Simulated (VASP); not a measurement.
Crystal: TiO.

```xyz
6
Lattice="4.9891 0.0000 0.0000 -2.4945 4.3207 0.0000 0.0000 0.0000 2.8733" Properties=species:S:1:pos:R:3 pbc="T T T"
Ti    2.4945    1.4402    1.4367
Ti    0.0000    2.8805    1.4367
Ti    0.0000    0.0000    0.0000
O     1.5106    2.6164    0.0000
O     1.9679    0.0000    0.0000
O    -0.9839    1.7043    0.0000
```

| Quantity | Value |
| --- | --- |
| Program | VASP 6.6.1 |
| Task | relaxation of cell and atoms |
| Functional | PBEsol |
| Potentials or basis | VASP PAW PBE potentials, release 64 (Ti_sv, O) |
| Cutoff | 600 eV |
| k mesh | 3 × 3 × 4 |
| Occupations | gaussian, width 0.1 eV |
| Spin | no spin polarisation |

At the start: pressure -5.2 GPa; volume 10.32 Å³/atom.

Question: How do energy, volume and symmetry change on relaxing?

Answer: Over 7 steps the energy falls by 4.0 meV/atom and the volume is 10.09 Å³/atom (-2.3 %); space group P-62m (No. 189, to 0.05 Å).

Step by step:
| step | energy change (eV) | largest force (eV/Å) | pressure (GPa) | volume (Å³) |
| --- | --- | --- | --- | --- |
| 1 | 0.0000 | 0.0030 | -5.20 | 61.94 |
| 2 | 0.0085 | 0.1478 | 6.62 | 58.98 |
| 3 | -0.0232 | 0.0652 | -0.03 | 60.55 |
| 4 | -0.0232 | 0.0665 | 0.04 | 60.53 |
| 5 | -0.0237 | 0.0153 | 0.05 | 60.51 |
| 6 | -0.0237 | 0.0100 | 0.06 | 60.51 |
| 7 | -0.0237 | 0.0018 | -0.04 | 60.54 |

Final structure:
```yaml
crystal:
  lattice:
    - [4.95522, 0.00000, 0.00000]
    - [-2.47761, 4.29135, 0.00000]
    - [0.00000, 0.00000, 2.84696]
  atoms:
    - { symbol: Ti, position: [0.66667, 0.33333, 0.50000] }
    - { symbol: Ti, position: [0.33333, 0.66667, 0.50000] }
    - { symbol: Ti, position: [0.00000, 0.00000, 0.00000] }
    - { symbol: O, position: [0.60482, 0.60482, 0.00000] }
    - { symbol: O, position: [0.39518, 0.00000, 0.00000] }
    - { symbol: O, position: [0.00000, 0.39518, 0.00000] }
```

Caveat: the k points lie up to 0.55 Å⁻¹ apart in the final cell; the PAW data sets were made with another functional, which shifts forces and pressure a little.
